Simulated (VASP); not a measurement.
# SnSe2 (P-3m1) in VASP: a series of runs, part 3 of 3

VASP 6.6.1. The steps go on from the part before.

## (5) Single point, LDA

INCAR reads:

```
SYSTEM = SnSe2
PREC = Accurate ; ENCUT = 500
EDIFF = 1E-6 ; ISMEAR = 0
SIGMA = 0.05 ; LREAL = .False.
LASPH = .True. ; NELM = 120
ALGO = Normal ; ISIF = 2
LWAVE = .False. ; LCHARG = .False.
NBANDS = 20 ; GGA_COMPAT = .False.
```

KPOINTS reads:

```
regular mesh
0
Gamma
  8 8 4
  0 0 0
```

POSCAR reads:

```
SnSe2
1.0
    3.8153893004      0.0000000000      0.0000000000
   -1.9076946502      3.3042240595      0.0000000000
    0.0000000000      0.0000000000      6.1228845416
Sn Se
1 2
Direct
    0.0000000000      0.0000000000      0.0000000000
    0.3333333333      0.6666666667      0.2571726720
    0.6666666667      0.3333333333      0.7428273280
```

Potentials or basis: VASP PAW LDA potentials, release 64 (Sn_d, Se).

Command:

```bash
> cat potpaw_LDA.64/Sn_d/POTCAR potpaw_LDA.64/Se/POTCAR > POTCAR
> mpirun -np 1 vasp_std > vasp.out
```

OUTCAR:

```text
SYSTEM = SnSe2
   PREC = Accurate
   ENCUT = 500
   EDIFF = 1E-6
   ISMEAR = 0
   LREAL = .False.
   LASPH = .True.
   NELM = 120
   ISIF = 2

 ion  position               nearest neighbor table
   1  0.000  0.000  0.000-   2 2.71   3 2.71   3 2.71   2 2.71   3 2.71   2 2.71
   2  0.333  0.667  0.257-   1 2.71   1 2.71   1 2.71
   3  0.667  0.333  0.743-   1 2.71   1 2.71   1 2.71

  LATTYP: Found a hexagonal cell.
 ALAT       =     3.8153893004
 C/A-ratio  =     1.6047863166

  Lattice vectors:

 A1 = (   3.8153893004,   0.0000000000,   0.0000000000)
 A2 = (  -1.9076946502,   3.3042240595,   0.0000000000)
 A3 = (   0.0000000000,   0.0000000000,   6.1228845416)

Analysis of symmetry for initial positions (statically):
=====================================================================
 Subroutine PRICEL returns:
 Original cell was already a primitive cell.

 Routine SETGRP: Setting up the symmetry group for a
 hexagonal supercell.

 Subroutine GETGRP returns: Found 12 space group operations
 (whereof 12 operations were pure point group operations)
 out of a pool of 24 trial point group operations.

The static configuration has the point symmetry D_3d.

Analysis of symmetry for dynamics (positions and initial velocities):
=====================================================================
 Subroutine PRICEL returns:
 Original cell was already a primitive cell.

 Routine SETGRP: Setting up the symmetry group for a
 hexagonal supercell.

 Subroutine GETGRP returns: Found 12 space group operations
 (whereof 12 operations were pure point group operations)
 out of a pool of 24 trial point group operations.

The dynamic configuration has the point symmetry D_3d.

 Subroutine INISYM returns: Found 12 space group operations
 (whereof 12 operations are pure point group operations),
[... 106 lines left out ...]
   POTIM  = 0.5000    time-step for ionic-motion
   TEBEG  =    0.0;   TEEND  =   0.0 temperature during run
   PSTRESS=    0.0 pullay stress
   NELECT =      26.0000    total number of electrons
   NUPDOWN=      -1.0000    fix difference up-down
   EMIN   =  10.00;   EMAX   =-10.00  energy-range for DOS
   EFERMI =   0.00;   METHOD = LEGACY
   ISMEAR =     0;   SIGMA  =   0.05  broadening in eV -4-tet -1-fermi 0-gaus
   EFERMI_NEDOS =   21; number of points for ismear=-14 and -15
   IALGO  =     38    algorithm
   IMIX   =      4    mixing-type and parameters
     AMIX     =   0.40;   BMIX     =  1.00
     AMIX_MAG =   1.60;   BMIX_MAG =  1.00
  volume/ion in A,a.u.               =      25.73       173.64
  Fermi-wavevector in a.u.,A,eV,Ry     =   1.139054  2.152501 17.652811  1.297445
  Thomas-Fermi vector in A             =   2.275758
   LORBIT       =      0    0 simple, 1 ext, 2 COOP (PROOUT), +10 PAW based schemes
   GGA     = CA    functional components
   LHFCALC =     F    Hartree Fock is set to
   AEXX    =    0.0000 exact exchange contribution
   IVDW    =     0    specifies the selected vdW correction
   LEPSILON=     F    determine dielectric tensor
   LRPA    =     F    only Hartree local field effects (RPA)
 non-spin polarized calculation
 Gauss-broadening in eV      SIGMA  =   0.05
  energy-cutoff  :      500.00
  volume of cell :       77.19
 maximum number of plane-waves:      1972
   NGX = 13   NGY = 13   NGZ = 23

 number of electron      26.0000008 magnetization

 Free energy of the ion-electron system (eV)
  ---------------------------------------------------
  ext. energy  EPLUGINS =         0.00000000
  ---------------------------------------------------
  free energy    TOTEN  =       -13.78063146 eV

  energy without entropy =      -13.78063146  energy(sigma->0) =      -13.78063146

 E-fermi :   4.3380     XC(G=0):  -9.8166

 val. band max:        4.1209740934   @ k =   0.1250   0.0000   0.0000
 cond. band min:       4.7444867770   @ k =   0.5000   0.0000   0.2500
 fundamental gap:      0.6235126836
 Fermi energy:         4.3380196301

 k-point     1 :       0.0000    0.0000    0.0000
  band No.  band energies     occupation
      1     -17.0545      2.00000
      2     -17.0545      2.00000
      3     -17.0132      2.00000
      4     -17.0011      2.00000
      5     -17.0011      2.00000
      6      -9.7915      2.00000
[... 541 lines left out ...]
     19      11.5757      0.00000
     20      13.7511      0.00000

 [... further k-points ...]
[... 5 lines left out ...]
  --------------------------------------------------------------------------------------
  -------------------------------------------------------------------------------------
  Total       -0.4627674     -0.4627674     -0.3931417     -0.0000000      0.0000000      0.0000000
  in kB       -9.6052561     -9.6052561     -8.1600966     -0.0000000      0.0000000      0.0000000
  external PRESSURE =      -9.1235362 kB  Pullay stress =       0.0000000 kB

 VOLUME and BASIS-vectors are now :
 -----------------------------------------------------------------------------
  energy-cutoff  :      500.00
  volume of cell :       77.19
      direct lattice vectors                 reciprocal lattice vectors
     3.815389300  0.000000000  0.000000000     0.262096452  0.151321457  0.000000000
    -1.907694650  3.304224060  0.000000000     0.000000000  0.302642915  0.000000000
     0.000000000  0.000000000  6.122884542     0.000000000  0.000000000  0.163321714

 POSITION                                       TOTAL-FORCE (eV/Angst)
 -----------------------------------------------------------------------------------
      0.00000      0.00000      0.00000        -0.000000      0.000000      0.000000
     -0.00000      2.20282      1.57464        -0.000000      0.000000      0.034957
      1.90769      1.10141      4.54825         0.000000      0.000000     -0.034957
 -----------------------------------------------------------------------------------
    total drift:                                0.000000     -0.000000      0.000000

  FREE ENERGIE OF THE ION-ELECTRON SYSTEM (eV)
  ---------------------------------------------------
  free  energy   TOTEN  =       -13.7806314572 eV

  energy  without entropy=      -13.7806314572  energy(sigma->0) =      -13.78063146
```

stdout:

```text
POSCAR found type information on POSCAR SnSe
 POSCAR found :  2 types and       3 ions
 scaLAPACK will be used
 LDA part: xc-table for (Slater(with rela. corr.)+CA(PZ))
 , standard interpolation
 POSCAR, INCAR and KPOINTS ok, starting setup
 FFT: planning ... GRIDC
 FFT: planning ... GRID_SOFT
 FFT: planning ... GRID
 WAVECAR not read
 entering main loop
```

Wall time 26 s (1 thread of Intel Xeon 6975P-C (Granite Rapids), shared host); peak memory 0.18 GiB.

What came out:

* Free energy: -13.7806 eV
* Pressure: -0.9 GPa
* Largest force: 0.035 eV/Å
* Band gap on the k mesh: 0.62 eV, indirect (least direct gap 0.87 eV)

Forces in eV/Å, atoms in the order of the input:
```
Sn   0.000  0.000  0.000
Se   0.000  0.000  0.035
Se   0.000  0.000 -0.035
```

Levels at points of the mesh, in eV from the valence-band top:
| k point | band 10 | band 11 | band 12 | band 13 | band 14 | band 15 | band 16 | band 17 |
| --- | --- | --- | --- | --- | --- | --- | --- | --- |
| (0.00, 0.00, 0.00) | -0.60 | -0.34 | -0.34 | -0.06 | 0.80 | 2.91 | 4.55 | 4.55 |
| (0.50, 0.00, 0.00) | -3.04 | -2.56 | -1.43 | -0.27 | 1.11 | 3.56 | 5.14 | 5.16 |
| (0.00, 0.00, 0.50) | -0.72 | -0.72 | -0.14 | -0.14 | 2.41 | 2.80 | 4.24 | 4.24 |
| (0.50, 0.00, 0.50) | -2.35 | -2.01 | -0.92 | -0.75 | 0.65 | 3.97 | 4.57 | 5.74 |

Caveat: spin-orbit coupling is left out, which moves the levels of the heavy elements. A k mesh can miss the band edges.

## (6) Single point, LDA

This run uses another cell than the first one, of 25.54 Å³/atom, 0.993 times its volume.

INCAR reads:

```
  PREC = Accurate
  ENCUT = 500
  EDIFF = 1E-6
  ISMEAR = 0
  SIGMA = 0.05
  LREAL = F
  LASPH = T
  NELM = 120
  ALGO = Normal
  ISIF = 2
  LWAVE = F
  LCHARG = T
  GGA = CA
  LELF = T
  LVHAR = T
  NBANDS = 20
  GGA_COMPAT = F
```

KPOINTS reads:

```
Automatic mesh
0
Gamma
  8 8 4
```

POSCAR reads:

```
SnSe2
1.0
    3.8091813340      0.0000000000      0.0000000000
   -1.9045906670      3.2988478028      0.0000000000
    0.0000000000      0.0000000000      6.0986411289
Sn Se
1 2
Direct
    0.0000000000      0.0000000000      0.0000000000
    0.3333333333      0.6666666667      0.2586933142
    0.6666666667      0.3333333333      0.7413066858
```

Potentials or basis: VASP PAW LDA potentials, release 64 (Sn_d, Se).

Command:

```bash
> cat potpaw_LDA.64/Sn_d/POTCAR potpaw_LDA.64/Se/POTCAR > POTCAR
> mpirun -np 1 vasp_std > vasp.out
```

OUTCAR:

```text
PREC = Accurate
   ENCUT = 500
   EDIFF = 1E-6
   ISMEAR = 0
   LREAL = F
   LASPH = T
   NELM = 120
   ISIF = 2
   GGA = CA

 ion  position               nearest neighbor table
   1  0.000  0.000  0.000-   2 2.71   3 2.71   2 2.71   3 2.71   3 2.71   2 2.71
   2  0.333  0.667  0.259-   1 2.71   1 2.71   1 2.71
   3  0.667  0.333  0.741-   1 2.71   1 2.71   1 2.71

  LATTYP: Found a hexagonal cell.
 ALAT       =     3.8091813340
 C/A-ratio  =     1.6010372293

  Lattice vectors:

[... 191 lines left out ...]
      3     -16.9359      2.00000
      4     -16.9238      2.00000
      5     -16.9238      2.00000
      6      -9.7370      2.00000
[... 541 lines left out ...]
     19      11.6649      0.00000
     20      13.8673      0.00000

 [... further k-points ...]
[... 5 lines left out ...]
  --------------------------------------------------------------------------------------
  -------------------------------------------------------------------------------------
  Total       -0.3496870     -0.3496870     -0.3779303     -0.0000000      0.0000000      0.0000000
  in kB       -7.3107697     -7.3107697     -7.9012407     -0.0000000      0.0000000      0.0000000
  external PRESSURE =      -7.5075934 kB  Pullay stress =       0.0000000 kB

 VOLUME and BASIS-vectors are now :
 -----------------------------------------------------------------------------
  energy-cutoff  :      500.00
  volume of cell :       76.63
      direct lattice vectors                 reciprocal lattice vectors
     3.809181334  0.000000000  0.000000000     0.262523601  0.151568072  0.000000000
    -1.904590667  3.298847803  0.000000000     0.000000000  0.303136143  0.000000000
     0.000000000  0.000000000  6.098641129     0.000000000  0.000000000  0.163970953

 POSITION                                       TOTAL-FORCE (eV/Angst)
 -----------------------------------------------------------------------------------
      0.00000      0.00000      0.00000         0.000000      0.000000      0.000000
     -0.00000      2.19923      1.57768        -0.000000      0.000000      0.022598
      1.90459      1.09962      4.52096         0.000000     -0.000000     -0.022598
 -----------------------------------------------------------------------------------
    total drift:                                0.000000      0.000000      0.000000

  FREE ENERGIE OF THE ION-ELECTRON SYSTEM (eV)
  ---------------------------------------------------
  free  energy   TOTEN  =       -13.7839797602 eV

  energy  without entropy=      -13.7839797602  energy(sigma->0) =      -13.78397976
```

Run time: 24 s. Hardware: 1 thread of Intel Xeon 6975P-C (Granite Rapids), shared host; peak memory 0.18 GiB.

Results:

```
Free energy            : -13.7840 eV
Pressure               : -0.8 GPa
Largest force          : 0.023 eV/Å
Band gap on the k mesh : 0.61 eV, indirect (least direct gap 0.87 eV)
```

Forces on the atoms (eV/Å):
```
Sn   0.000  0.000  0.000
Se   0.000  0.000  0.023
Se   0.000  0.000 -0.023
```

Levels at points of the mesh, in eV from the valence-band top:
```
           k point  band 11  band 12  band 13  band 14  band 15  band 16
(0.00, 0.00, 0.00)    -0.36    -0.36    -0.07     0.80     2.91     4.55
(0.50, 0.00, 0.00)    -2.58    -1.49    -0.27     1.12     3.55     5.10
(0.00, 0.00, 0.50)    -0.74    -0.15    -0.15     2.44     2.80     4.23
(0.50, 0.00, 0.50)    -2.03    -0.96    -0.78     0.63     3.93     4.55
```

Caveat: spin-orbit coupling is left out, which moves the levels of the heavy elements.

## (7) The runs side by side

```csv
level,potentials or basis,cell,gap on the mesh (eV),pressure (GPa),largest force (eV/Å)
PBE,"VASP PAW PBE potentials, release 64 (Sn_d, Se)","a = 3.809, b = 3.809, c = 6.144 Å, angles 90.0, 90.0, 120.0°, 3 atoms",0.80,4.9,0.59
PBE,"VASP PAW PBE potentials, release 64 (Sn_d, Se)","a = 3.839, b = 3.839, c = 6.047 Å, angles 90.0, 90.0, 120.0°, 3 atoms",0.61,2.3,-
RPBE,"VASP PAW PBE potentials, release 64 (Sn_d, Se)","a = 3.839, b = 3.839, c = 6.047 Å, angles 90.0, 90.0, 120.0°, 3 atoms",0.68,4.0,0.02
LDA,"VASP PAW LDA potentials, release 64 (Sn_d, Se)","a = 3.815, b = 3.815, c = 6.123 Å, angles 90.0, 90.0, 120.0°, 3 atoms",0.62,-0.9,0.03
LDA,"VASP PAW LDA potentials, release 64 (Sn_d, Se)","a = 3.809, b = 3.809, c = 6.099 Å, angles 90.0, 90.0, 120.0°, 3 atoms",0.61,-0.8,0.02
```

Alike in all rows: task single point; no spin polarisation; k mesh 8 × 8 × 4; cutoff (eV) 500; smearing gaussian 0.05 eV.

Caveats: spin-orbit coupling is left out, which moves the levels of the heavy elements; this functional lacks dispersion, which binds the layers, so the pressure and a relaxed spacing across them are unreliable (some runs); the PAW data sets were made with another functional, which shifts forces and pressure a little (some runs).

Absolute energies hang on the potentials; compare differences alone.
